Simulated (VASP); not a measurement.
A run of VASP 6.6.1:

File INCAR:

```
SYSTEM = Si
PREC = Accurate ; ENCUT = 520
EDIFF = 1E-6 ; ISMEAR = -1
SIGMA = 0.05 ; LREAL = .False.
LASPH = .True. ; NELM = 100
ALGO = Normal ; ISIF = 2
LWAVE = .False. ; LCHARG = .False.
GGA = PE ; NBANDS = 8
```

Contents of KPOINTS:

```
regular mesh
0
Gamma
  12 12 11
  0 0 0
```

File POSCAR:

```
Si
1.0
    2.6550275960      0.0000000000      0.0000000000
   -1.3275137981      2.2993213459      0.0000000000
    0.0000000000      0.0000000000      2.4988101434
Si
1
Direct
    0.0000000000      0.0000000000      0.0000000000
```

Potentials or basis: VASP PAW PBE potentials, release 64 (Si).

Run with:

```bash
$ cat potpaw_PBE.64/Si/POTCAR > POTCAR
$ mpirun -np 1 vasp_std > vasp.out
```

Hardware: 1 thread of Intel(R) Xeon(R) 6975P-C (Granite Rapids), with other jobs on the host.

Problem. Estimate the wall time of this run.

Solution. Run time: 3.9 s on 1 thread of Intel(R) Xeon(R) 6975P-C (Granite Rapids), on a shared host, peak memory 0.12 GiB. Counts: scf iterations 10, k points 114.
